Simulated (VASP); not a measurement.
**Bi: single point with PBEsol**

The system is Bi.

```
Bi
1.0
    -2.03873    2.03873    2.03873
     2.03873   -2.03873    2.03873
     2.03873    2.03873   -2.03873
Bi
1
Cartesian
  0.0000 0.0000 0.0000
```

This cell differs from its parent crystal: Sb replaced by Bi, lengths x 1.039, strained.

```yaml
Program: VASP 6.6.1
Task: single point
Functional: PBEsol
Potentials_or_basis: VASP PAW PBE potentials, release 64 (Bi_d)
Cutoff: 520 eV
k_mesh: 14 × 14 × 14
Occupations: gaussian, width 0.1 eV
Spin: no spin polarisation
Dipole_correction: no
Further_INCAR_settings: ALGO = Normal; EDIFF = 1e-07; NBANDS = 14
```

```yaml
Pressure: -5.7 GPa
```

Levels at points of the mesh, in eV from the Fermi level:
```tsv
k point	band 4	band 5	band 6	band 7	band 8	band 9	band 10	band 11
(0.00, 0.00, 0.00)	-22.75	-22.75	-12.92	4.59	4.59	4.59	8.11	10.49
(0.50, 0.00, 0.00)	-22.75	-22.68	-10.33	-4.54	1.47	3.25	5.72	7.42
(0.50, 0.50, 0.50)	-22.70	-22.70	-8.58	-1.57	-1.57	-1.57	3.66	3.66
```

Run time: 34 s on 1 thread of Intel(R) Xeon(R) Platinum 8259CL CPU @ 2.50GHz (Skylake/Cascade Lake), on a shared host, peak memory 0.18 GiB.

Caveat: the cell differs from its parent crystal (Sb replaced by Bi, lengths x 1.039, strained); the PAW data sets were made with another functional, which shifts forces and pressure a little; spin-orbit coupling is left out, which moves the levels of the heavy elements.
